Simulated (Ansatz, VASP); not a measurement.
**One calculation of MgCdS4, two programs**

```
Mg Cd S
1.0
     6.04121    0.00000    0.00000
     0.00000    6.04121    0.00000
     0.00000    0.00000    3.80413
Mg Cd S
1 1 4
Direct
  0.00000 0.00000 0.50000
  0.50000 0.50000 0.50000
  0.67191 0.00000 0.00000
  0.32809 0.00000 0.00000
  0.00000 0.32809 0.00000
  0.00000 0.67191 0.00000
```

Alike in both runs: task relaxation of cell and atoms; functional PBE; k mesh 6 × 6 × 10; occupations gaussian, width 0.1 eV; no spin polarisation.

```csv
,VASP,Ansatz
version,VASP 6.6.1,Ansatz 0.2.0
potentials or method,"VASP PAW PBE potentials, release 64 (Mg, Cd, S), cutoff 600 eV","scalar-relativistic, plane waves, PAW"
valence electrons in the cell,38,54
```

|  | VASP | Ansatz | Ansatz less VASP |
| --- | --- | --- | --- |
| gap on the k mesh at the Fermi level, each at its own relaxed structure (eV) | none | none | - |
| relaxed volume (Å³/atom) | 23.07 | 23.16 | +0.095 |
| relaxed cell length with the largest relative difference (Å) | 3.826 | 3.838 | +0.0118 |

A gap of «none» marks a metal or a gap that the smearing closes. VASP's potentials hold 38 valence electrons a cell and Ansatz's 54, so a difference there can come from the potentials and not from the codes.
